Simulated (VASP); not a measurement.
Write the native input for VASP 6.6.1 that does the following.

- Task: relaxation of cell and atoms
- Functional: PBE
- Potentials or basis: VASP PAW PBE potentials, release 64 (Ca_sv, Ag, F)
- Cutoff: 600 eV
- k mesh: 12 × 12 × 6
- Occupations: gaussian, width 0.1 eV
- Spin: no spin polarisation
- Dipole correction: no
- Further INCAR settings: ALGO = Normal; EDIFF = 1e-06; IBRION = 2; EDIFFG = -0.01; NSW = 100; ISIF = 3

The structure of Ca2AgF lies in POSCAR:

```
Ca2AgF
1.0
    3.8885454528      0.0000000000      0.0000000000
   -1.9442727264      3.3675791459      0.0000000000
    0.0000000000      0.0000000000      7.3359896718
Ca Ag F
2 1 1
Direct
    0.3333333333      0.6666666667      0.2728033120
    0.6666666667      0.3333333333      0.7271966880
    0.0000000000      0.0000000000      0.0000000000
    0.0000000000      0.0000000000      0.5000000000
```

The cell was generated, and may not be a known phase.

The input as run:

INCAR

```
ALGO = Normal
EDIFF = 1E-6
EDIFFG = -0.01
ENCUT = 600
GGA = PE
IBRION = 2
ISIF = 3
ISMEAR = 0
LASPH = T
LCHARG = F
LREAL = F
LWAVE = F
NELM = 100
NSW = 100
PREC = Accurate
SIGMA = 0.1
```

KPOINTS

```
k-points
0
Gamma
  12 12 6
```

Potentials or basis: VASP PAW PBE potentials, release 64 (Ca_sv, Ag, F).

Run with:

```console
$ cat potpaw_PBE.64/Ca_sv/POTCAR potpaw_PBE.64/Ag/POTCAR potpaw_PBE.64/F/POTCAR > POTCAR
$ mpirun -np 1 vasp_std > vasp.out
```

Results of the run:

* Relaxed volume: 23.88 Å³/atom
* Relaxed cell: a = 3.875 Å, b = 3.875 Å, c = 7.347 Å, α = 90.00°, β = 90.00°, γ = 120.00°
* Space group after relaxing (to 0.1 Å): P-3m1 (No. 164)
* Energy gained by relaxing: 0.2 meV/atom
* Ionic steps: 5
* Pressure after relaxing: 0.0 GPa
* Largest force after relaxing: 0.004 eV/Å
* Band gap on the k mesh: zero (bands 19 and 20 overlap by 0.31 eV)

Wall time 5.9 min on 1 thread of Intel(R) Xeon(R) 6975P-C (Granite Rapids), on a shared host, peak memory 0.44 GiB.
